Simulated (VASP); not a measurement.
Input of a VASP 6.6.1 run:

Contents of INCAR:

```
SYSTEM = Si
ALGO     = Normal         ! electronic algorithm
EDIFF    = 1E-7           ! SCF threshold, eV
EDIFFG   = -0.01          ! ionic threshold
ENCUT    = 600            ! plane-wave cutoff, eV
GGA      = PE             ! functional
IBRION   = 2              ! ionic algorithm
ISIF     = 3              ! what is computed and relaxed
ISMEAR   = 0              ! smearing method
LASPH    = .TRUE.         ! aspherical terms in the spheres
LCHARG   = .FALSE.        ! write CHGCAR
LREAL    = .FALSE.        ! projectors in reciprocal space
LWAVE    = .FALSE.        ! write WAVECAR
NELM     = 60             ! most SCF steps
NSW      = 100            ! ionic steps
PREC     = Accurate       ! precision mode
SIGMA    = 0.1            ! smearing width, eV
```

Contents of KPOINTS:

```
k-points
0
G
  24 24 22
  0 0 0
```

POSCAR

```
Si
1.0
    1.3298245618     -2.2500592092      0.0000000000
    1.3298245618      2.2500592092      0.0000000000
    0.0000000000      0.0000000000      2.4984880054
Si
1
Direct
    0.5000000000      0.5000000000      0.5000000000
```

Potentials or basis: VASP PAW PBE potentials, release 64 (Si).

Run with:

```bash
$ cat potpaw_PBE.64/Si/POTCAR > POTCAR
$ mpirun -np 1 vasp_std > vasp.out
```

Question: Predict the relaxed volume.

Answer: 15.10 Å³/atom.

Question: Predict the band gap on the k mesh.

Answer: Zero (bands 2 and 3 overlap by 11.94 eV).

Question: What does it give for the relaxed cell?

Answer: a = 2.649 Å, b = 2.649 Å, c = 2.487 Å, α = 90.00°, β = 90.00°, γ = 120.12°.

Question: What does it give for the space group after relaxing (to 0.1 Å)?

Answer: P6/mmm (No. 191).

The path:
```tsv
step	energy change (eV)	largest force (eV/Å)	pressure (GPa)	volume (Å³)
1	0.0000	0.0000	0.92	14.95
2	-0.0019	0.0000	-0.29	15.14
3	-0.0020	0.0000	-0.23	15.13
4	-0.0020	0.0000	0.07	15.09
5	-0.0020	0.0000	0.08	15.09
6	-0.0021	0.0000	0.06	15.09
7	-0.0021	0.0000	0.02	15.09
8	-0.0020	0.0000	-0.06	15.10
9	-0.0022	0.0000	0.01	15.09
10	-0.0022	0.0000	0.00	15.10
11	-0.0022	0.0000	-0.01	15.10
```
